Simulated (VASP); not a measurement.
The system is Cd3SeS2.

```xyz
6
Lattice="4.4273 0.0000 0.0000 0.0000 4.4273 0.0000 0.0000 0.0000 8.7967" Properties=species:S:1:pos:R:3 pbc="T T T"
Cd    0.0000    0.0000    0.0000
Cd    0.0000    0.0000    3.4200
Cd    0.0000    0.0000    5.3767
Se    2.2137    2.2137    0.0000
S     2.2137    2.2137    7.2200
S     2.2137    2.2137    1.5767
```

```yaml
Program: VASP 6.6.1
Task: relaxation of cell and atoms
Functional: PBE
Potentials_or_basis: VASP PAW PBE potentials, release 64 (Cd, Se, S)
Cutoff: 600 eV
k_mesh: 4 × 4 × 2
Occupations: gaussian, width 0.1 eV
Spin: no spin polarisation
```

At the start: pressure 50.3 GPa; volume 28.74 Å³/atom.

Question: Where does the relaxation end?

Answer: Over 21 steps the energy falls by 3987.7 meV/atom and the volume is 23.75 Å³/atom (-17.4 %); space group P4/mmm (No. 123, to 0.05 Å).

The path:
| step | energy change (eV) | largest force (eV/Å) | pressure (GPa) | volume (Å³) |
| --- | --- | --- | --- | --- |
| 1 | 0.0000 | 38.4034 | 50.29 | 172.43 |
| 2 | 2.5122 | 0.5747 | -24.54 | 402.15 |
| 3 | -20.2934 | 0.6052 | -6.72 | 267.99 |
| 4 | -20.3376 | 0.5722 | -6.74 | 266.06 |
| 5 | -20.7877 | 0.1752 | -7.25 | 237.24 |
| 6 | -21.6446 | 0.7613 | -7.61 | 204.74 |
| 7 | -22.3667 | 0.3196 | -6.95 | 188.56 |
| 8 | -22.5107 | 0.2824 | -5.57 | 180.49 |
| 9 | -22.5108 | 0.3108 | -5.49 | 180.17 |
| 10 | -23.4140 | 0.4246 | -3.66 | 159.76 |
| 11 | -23.7704 | 0.3182 | -0.88 | 146.06 |
| 12 | -22.8206 | 0.9757 | 14.54 | 120.59 |
| 13 | -23.8015 | 0.4317 | 0.11 | 142.83 |
| 14 | -23.8068 | 0.5035 | 0.76 | 140.92 |
| 15 | -23.8514 | 0.4925 | 0.19 | 141.99 |
| 16 | -23.8634 | 0.4211 | -0.09 | 142.93 |
| 17 | -23.8934 | 0.3011 | -0.26 | 143.23 |
| 18 | -23.9199 | 0.1649 | -0.47 | 143.80 |
| 19 | -23.9243 | 0.0464 | 0.35 | 141.52 |
| 20 | -23.9251 | 0.0679 | 0.12 | 142.14 |
| 21 | -23.9260 | 0.0389 | 0.01 | 142.49 |

Final structure:
```cif
data_structure
_symmetry_space_group_name_H-M 'P 1'
_symmetry_Int_Tables_number 1
_cell_length_a 3.8973
_cell_length_b 3.8973
_cell_length_c 9.3812
_cell_angle_alpha 90.000
_cell_angle_beta 90.000
_cell_angle_gamma 90.000
_cell_volume 142.49
loop_
_atom_site_label
_atom_site_type_symbol
_atom_site_fract_x
_atom_site_fract_y
_atom_site_fract_z
_atom_site_occupancy
Cd1 Cd 0.00000 0.00000 0.00000 1
Cd2 Cd 0.00000 0.00000 0.34763 1
Cd3 Cd 0.00000 0.00000 0.65237 1
Se1 Se 0.50000 0.50000 0.00000 1
S1 S 0.50000 0.50000 0.72323 1
S2 S 0.50000 0.50000 0.27677 1
```

Caveat: the volume moved by over 15 % at a fixed basis, so the end points are rough.
